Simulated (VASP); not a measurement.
A run of VASP 6.6.1 is set up as follows.

INCAR

```
PREC     = Accurate       # precision mode
ENCUT    = 700            # plane-wave cutoff, eV
EDIFF    = 1E-6           # SCF threshold, eV
ISMEAR   = 0              # smearing method
SIGMA    = 0.1            # smearing width, eV
LREAL    = False          # projectors in reciprocal space
LASPH    = True           # aspherical terms in the spheres
NELM     = 120            # most SCF steps
ALGO     = Normal         # electronic algorithm
ISIF     = 2              # what is computed and relaxed
LWAVE    = False          # write WAVECAR
LCHARG   = True           # write CHGCAR
GGA      = PS             # functional
LELF     = True           # ELF
LVHAR    = True         
NBANDS   = 16             # bands
GGA_COMPAT= False
```

KPOINTS

```
Automatic mesh
0
Gamma
  16 16 16
```

POSCAR

```
TaN
1.0
    0.0000000000      2.1874108981      2.1874108981
    2.1874108981      0.0000000000      2.1874108981
    2.1874108981      2.1874108981      0.0000000000
Ta N
1 1
Direct
    0.0000000000      0.0000000000      0.0000000000
    0.5000000000      0.5000000000      0.5000000000
```

Potentials or basis: VASP PAW PBE potentials, release 64 (Ta_sv_GW, N).

Run with:

```bash
$ cat potpaw_PBE.64/Ta_sv_GW/POTCAR potpaw_PBE.64/N/POTCAR > POTCAR
$ mpirun -np 1 vasp_std > vasp.out
```

Question: Predict the pressure.

Answer: 0.2 GPa.

Question: What does it give for the band gap on the k mesh?

Answer: Zero (bands 9 and 10 overlap by 4.13 eV).

Caveat: the PAW data sets were made with another functional, which shifts forces and pressure a little; spin-orbit coupling is left out, which moves the levels of the heavy elements.
